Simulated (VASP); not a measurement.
# Al2V3N5 (P-6m2) in VASP: density of states with PBE

Aim: the density of states of Al2V3N5 with PBE.

Program: VASP 6.6.1. These are calculated values, not measurements. Logs are shortened: lines on timing, memory, paths and dates and some standing lists are left out, and cuts for length are marked.

## 1. The cell of the first run

The structure is hexagonal, space group P-6m2 (No. 187). Conventional cell: a = 2.781 Å, b = 2.781 Å, c = 13.037 Å, α = 90.00°, β = 90.00°, γ = 120.00°. Within 2.7 Å of Al (site symmetry 3m) lie 6 N at 2.05 to 2.06 Å and 1 Al at 2.58 Å and 1 V at 2.60 Å. Within 2.7 Å of V (site symmetry 3m) lie 6 N at 2.07 to 2.08 Å and 1 Al at 2.60 Å and 1 V at 2.63 Å. V (site symmetry -6m2) has 6 N at 2.08 Å and 2 V at 2.63 Å within 2.7 Å. Within 2.7 Å of N (site symmetry 3m) lie 3 Al at 2.05 Å and 3 V at 2.08 Å and 2 N at 2.57 to 2.63 Å. Within 2.7 Å of N (site symmetry -6m2) lie 6 Al at 2.06 Å and 2 N at 2.57 Å. Within 2.7 Å of N (site symmetry 3m) lie 6 V at 2.07 to 2.08 Å and 2 N at 2.63 Å.

## 2. Density of states, PBE

POSCAR reads:

```
Al2V3N5
1.0
    2.7805317287      0.0000000000      0.0000000000
   -1.3902658644      2.4080111131      0.0000000000
    0.0000000000      0.0000000000     13.0374827874
Al V N
2 3 5
Direct
    0.6666666667      0.3333333333      0.9012011173
    0.6666666667      0.3333333333      0.0987988827
    0.6666666667      0.3333333333      0.7017365940
    0.6666666667      0.3333333333      0.2982634060
    0.6666666667      0.3333333333      0.5000000000
    0.3333333333      0.6666666667      0.8029159227
    0.3333333333      0.6666666667      0.0000000000
    0.3333333333      0.6666666667      0.1970840773
    0.3333333333      0.6666666667      0.3989972458
    0.3333333333      0.6666666667      0.6010027542
```

INCAR.step1 reads:

```
PREC = Accurate ; ENCUT = 520
EDIFF = 1E-6 ; ISMEAR = 0
SIGMA = 0.1 ; LREAL = F
LASPH = T ; NELM = 120
ALGO = Normal ; ISIF = 2
LWAVE = F ; LCHARG = T
LMAXMIX = 4 ; GGA = PE
NBANDS = 46 ; GGA_COMPAT = F
NEDOS = 2001 ; LORBIT = 11
```

KPOINTS.step1 reads:

```
regular mesh
0
Gamma
  18 18 4
```

INCAR.step2 reads:

```
PREC = Accurate ; ENCUT = 520
EDIFF = 1E-6 ; ISMEAR = -5
SIGMA = 0.1 ; LREAL = F
LASPH = T ; NELM = 120
ALGO = Normal ; ISIF = 2
LWAVE = F ; LCHARG = F
LMAXMIX = 4 ; GGA = PE
LORBIT = 11 ; NEDOS = 1001
ICHARG = 11 ; GGA_COMPAT = F
```

KPOINTS.step2 reads:

```
regular mesh
0
Gamma
  27 27 6
```

Potentials or basis: VASP PAW PBE potentials, release 64 (Al, V_sv, N).

The run is started by

```
$ cat potpaw_PBE.64/Al/POTCAR potpaw_PBE.64/V_sv/POTCAR potpaw_PBE.64/N/POTCAR > POTCAR
$ cp INCAR.step1 INCAR
$ cp KPOINTS.step1 KPOINTS
$ mpirun -np 1 vasp_std > vasp.out
$ cp INCAR.step2 INCAR
$ cp KPOINTS.step2 KPOINTS
$ mpirun -np 1 vasp_std > vasp.out
```

OUTCAR:

```text
PREC = Accurate
   ENCUT = 520
   EDIFF = 1E-6
   ISMEAR = -5
   LREAL = F
   LASPH = T
   NELM = 120
   ISIF = 2
   GGA = PE
   LORBIT = 11
   ICHARG = 11

 ion  position               nearest neighbor table
   1  0.667  0.333  0.901-   6 2.05   6 2.05   6 2.05   7 2.06   7 2.06   7 2.06   2 2.58   3 2.60

   2  0.667  0.333  0.099-   8 2.05   8 2.05   8 2.05   7 2.06   7 2.06   7 2.06   1 2.58   4 2.60

   3  0.667  0.333  0.702-  10 2.07  10 2.07  10 2.07   6 2.08   6 2.08   6 2.08   1 2.60   5 2.63
[... 5 lines left out ...]
   6  0.333  0.667  0.803-   1 2.05   1 2.05   1 2.05   3 2.08   3 2.08   3 2.08
   7  0.333  0.667  0.000-   1 2.06   2 2.06   1 2.06   2 2.06   1 2.06   2 2.06
   8  0.333  0.667  0.197-   2 2.05   2 2.05   2 2.05   4 2.08   4 2.08   4 2.08
   9  0.333  0.667  0.399-   4 2.07   4 2.07   4 2.07   5 2.08   5 2.08   5 2.08
  10  0.333  0.667  0.601-   3 2.07   3 2.07   3 2.07   5 2.08   5 2.08   5 2.08

  LATTYP: Found a hexagonal cell.
 ALAT       =     2.7805317287
 C/A-ratio  =     4.6888451776

  Lattice vectors:

 A1 = (   2.7805317287,   0.0000000000,   0.0000000000)
 A2 = (  -1.3902658644,   2.4080111131,   0.0000000000)
 A3 = (   0.0000000000,   0.0000000000,  13.0374827874)

Analysis of symmetry for initial positions (statically):
=====================================================================
 Subroutine PRICEL returns:
 Original cell was already a primitive cell.

 Routine SETGRP: Setting up the symmetry group for a
 hexagonal supercell.

 Subroutine GETGRP returns: Found 12 space group operations
 (whereof 12 operations were pure point group operations)
 out of a pool of 24 trial point group operations.

The static configuration has the point symmetry D_3h.

Analysis of symmetry for dynamics (positions and initial velocities):
=====================================================================
 Subroutine PRICEL returns:
 Original cell was already a primitive cell.

 Routine SETGRP: Setting up the symmetry group for a
 hexagonal supercell.

 Subroutine GETGRP returns: Found 12 space group operations
 (whereof 12 operations were pure point group operations)
 out of a pool of 24 trial point group operations.

The dynamic configuration has the point symmetry D_3h.

 Subroutine INISYM returns: Found 12 space group operations
 (whereof 12 operations are pure point group operations),
 and found     1 'primitive' translations

----------------------------------------------------------------------------------------

[... 129 lines left out ...]
     AMIX     =   0.40;   BMIX     =  1.00
     AMIX_MAG =   1.60;   BMIX_MAG =  1.00
  volume/ion in A,a.u.               =       8.73        58.91
  Fermi-wavevector in a.u.,A,eV,Ry     =   1.520947  2.874174 31.474092  2.313280
  Thomas-Fermi vector in A             =   2.629729
   LORBIT       =     11    0 simple, 1 ext, 2 COOP (PROOUT), +10 PAW based schemes
   GGA     = PE    functional components
   LHFCALC =     F    Hartree Fock is set to
   AEXX    =    0.0000 exact exchange contribution
   IVDW    =     0    specifies the selected vdW correction
   LEPSILON=     F    determine dielectric tensor
   LRPA    =     F    only Hartree local field effects (RPA)
 non-spin polarized calculation
 Fermi weights with tetrahedron method with Bloechl corrections
  energy-cutoff  :      520.00
  volume of cell :       87.29
 maximum number of plane-waves:      2376
 NGX is ok and might be reduce to    24

 number of electron      69.9999996 magnetization

 Free energy of the ion-electron system (eV)
  ---------------------------------------------------
  ext. energy  EPLUGINS =         0.00000000
  ---------------------------------------------------
  free energy    TOTEN  =       -85.53658495 eV

  energy without entropy =      -85.53658495  energy(sigma->0) =      -85.53658495

 E-fermi :  11.0595     XC(G=0): -12.9942

 val. band max:       11.0626327447   @ k =   0.0370   0.0000   0.0000
 cond. band min:      11.0581945622   @ k =   0.0370   0.0000   0.5000
 fundamental gap:     -0.0044381825
 Fermi energy:        11.0595264167

 k-point     1 :       0.0000    0.0000    0.0000
  band No.  band energies     occupation
      1     -53.7098      2.00000
      2     -53.6770      2.00000
      3     -53.6520      2.00000
      4     -27.9107      2.00000
      5     -27.6909      2.00000
      6     -27.4545      2.00000
[... 1069 lines left out ...]
     41      13.2467      0.00000
     42      13.3601      0.00000

 [... further k-points ...]
[... 5 lines left out ...]
  --------------------------------------------------------------------------------------
  -------------------------------------------------------------------------------------
  Total        0.1446723      0.1446723      0.1510187     -0.0000000      0.0000000      0.0000000
  in kB        2.6553132      2.6553132      2.7717964     -0.0000000      0.0000000      0.0000000
  external PRESSURE =       2.6941409 kB  Pullay stress =       0.0000000 kB

 VOLUME and BASIS-vectors are now :
 -----------------------------------------------------------------------------
  energy-cutoff  :      520.00
  volume of cell :       87.29
      direct lattice vectors                 reciprocal lattice vectors
     2.780531729  0.000000000  0.000000000     0.359643441  0.207640238  0.000000000
    -1.390265864  2.408011113  0.000000000     0.000000000  0.415280475  0.000000000
     0.000000000  0.000000000 13.037482787     0.000000000  0.000000000  0.076701923

 POSITION                                       TOTAL-FORCE (eV/Angst)
 -----------------------------------------------------------------------------------
      1.39027      0.80267     11.74939         0.000000      0.000000     -0.002508
      1.39027      0.80267      1.28809         0.000000     -0.000000      0.002508
      1.39027      0.80267      9.14888        -0.000000     -0.000000      0.006519
      1.39027      0.80267      3.88860        -0.000000     -0.000000     -0.006519
      1.39027      0.80267      6.51874         0.000000     -0.000000      0.000000
     -0.00000      1.60534     10.46800         0.000000     -0.000000      0.052118
     -0.00000      1.60534      0.00000         0.000000     -0.000000      0.000000
     -0.00000      1.60534      2.56948         0.000000     -0.000000     -0.052118
     -0.00000      1.60534      5.20192         0.000000     -0.000000      0.000459
     -0.00000      1.60534      7.83556         0.000000     -0.000000     -0.000459
 -----------------------------------------------------------------------------------
    total drift:                               -0.009928      0.005732      0.000000

  FREE ENERGIE OF THE ION-ELECTRON SYSTEM (eV)
  ---------------------------------------------------
  free  energy   TOTEN  =       -85.5365849477 eV

  energy  without entropy=      -85.5365849477  energy(sigma->0) =      -85.53658495

 total charge

# of ion       s       p       d       tot
------------------------------------------
    1        0.334   0.401   0.000   0.735
    2        0.334   0.401   0.000   0.735
    3        2.258   6.301   3.142  11.702
    4        2.258   6.301   3.142  11.702
    5        2.261   6.305   3.133  11.699
    6        1.243   2.533   0.000   3.776
    7        1.244   2.578   0.000   3.822
    8        1.243   2.533   0.000   3.776
    9        1.248   2.478   0.000   3.727
   10        1.248   2.478   0.000   3.727
--------------------------------------------------
tot         13.672  32.310   9.418  55.400
```

Run time: 8.8 min. Hardware: 1 thread of Intel Xeon 6975P-C (Granite Rapids), shared host; peak memory 0.87 GiB.

Results:

```yaml
Valence_electrons_inside_the_program's_atomic_spheres: Al 0.73; V 11.70; N 3.78, 3.82, 3.73
```

Levels at points of the mesh, in eV from the Fermi level:
| k point | band 32 | band 33 | band 34 | band 35 | band 36 | band 37 | band 38 | band 39 |
| --- | --- | --- | --- | --- | --- | --- | --- | --- |
| (0.00, 0.00, 0.00) | -1.46 | -1.46 | -0.01 | -0.01 | 0.22 | 0.76 | 0.76 | 1.44 |
| (0.00, 0.00, 0.50) | -1.46 | -1.12 | -0.02 | -0.01 | -0.01 | 0.77 | 0.77 | 1.53 |

Caveat: the run has no spin polarisation, though such a crystal can be magnetic; tetrahedron occupations give inexact forces and stress in metals.
